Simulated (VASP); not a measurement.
Wanted: the native input for a VASP 6.6.1 run.

- Task: single point
- Functional: PBE
- Potentials or basis: VASP PAW PBE potentials, release 64 (Ir, O)
- Cutoff: 520 eV
- k mesh: 12 × 12 × 12
- Occupations: fermi-dirac, width 0.0612256 eV
- Spin: no spin polarisation
- Dipole correction: no
- Further INCAR settings: ALGO = Normal; EDIFF = 1e-07; NBANDS = 47

The structure of Ir2O3 lies in POSCAR:

```
Ir2O3
1.0
    4.9013226399      0.0000000000      0.0000000000
    0.0000000000      4.9013226399      0.0000000000
    0.0000000000      0.0000000000      4.9013226399
Ir O
4 6
Direct
    0.2500000000      0.2500000000      0.2500000000
    0.7500000000      0.7500000000      0.2500000000
    0.7500000000      0.2500000000      0.7500000000
    0.2500000000      0.7500000000      0.7500000000
    0.5000000000      0.0000000000      0.0000000000
    0.0000000000      0.5000000000      0.0000000000
    0.0000000000      0.0000000000      0.5000000000
    0.5000000000      0.5000000000      0.0000000000
    0.5000000000      0.0000000000      0.5000000000
    0.0000000000      0.5000000000      0.5000000000
```

One way to write it, as run:

INCAR

```
  ALGO = Normal
  EDIFF = 1E-7
  ENCUT = 520
  GGA = PE
  ISIF = 2
  ISMEAR = -1
  LASPH = T
  LCHARG = F
  LREAL = F
  LWAVE = F
  NBANDS = 47
  NELM = 60
  PREC = Accurate
  SIGMA = 0.06122561905347299
```

KPOINTS

```
k-points
0
Gamma
  12 12 12
```

Potentials or basis: VASP PAW PBE potentials, release 64 (Ir, O).

Command:

```console
$ cat potpaw_PBE.64/Ir/POTCAR potpaw_PBE.64/O/POTCAR > POTCAR
$ mpirun -np 1 vasp_std > vasp.out
```

Results of the run:

```
Pressure : -11.9 GPa
```

Wall time 10 min on 1 thread of Intel(R) Xeon(R) Platinum 8259CL CPU @ 2.50GHz (Skylake/Cascade Lake), with other jobs on the host, peak memory 0.44 GiB.
